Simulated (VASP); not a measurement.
A run of VASP 6.6.1 is set up as follows.

INCAR

```
ALGO = Normal
EDIFF = 1E-6
ENCUT = 600
GGA = CA
GGA_COMPAT = False
ISIF = 2
ISMEAR = 0
LASPH = True
LCHARG = False
LREAL = False
LWAVE = False
NBANDS = 52
NELM = 120
PREC = Accurate
SIGMA = 0.01
```

The input KPOINTS:

```
k-points
0
Gamma
  6 6 6
```

The input POSCAR:

```
FeS2
1.0
    5.4030117461      0.0000000000      0.0000000000
    0.0000000000      5.4030117461      0.0000000000
    0.0000000000      0.0000000000      5.4030117461
Fe S
4 8
Direct
    0.0000000000      0.5000000000      0.5000000000
    0.5000000000      0.5000000000      0.0000000000
    0.5000000000      0.0000000000      0.5000000000
    0.0000000000      0.0000000000      0.0000000000
    0.3849931412      0.1150068588      0.8849931412
    0.1150068588      0.8849931412      0.3849931412
    0.8849931412      0.3849931412      0.1150068588
    0.6150068588      0.6150068588      0.6150068588
    0.3849931412      0.3849931412      0.3849931412
    0.1150068588      0.6150068588      0.8849931412
    0.8849931412      0.1150068588      0.6150068588
    0.6150068588      0.8849931412      0.1150068588
```

Potentials or basis: VASP PAW LDA potentials, release 64 (Fe, S).

Launch:

```sh
$ cat potpaw_LDA.64/Fe/POTCAR potpaw_LDA.64/S/POTCAR > POTCAR
$ mpirun -np 1 vasp_std > vasp.out
```

(1) What does it give for the pressure?

(2) Predict the largest force.

Answers

(1) -10.5 GPa.

(2) 0.427 eV/Å.

Caveat: the cell stands under tension.
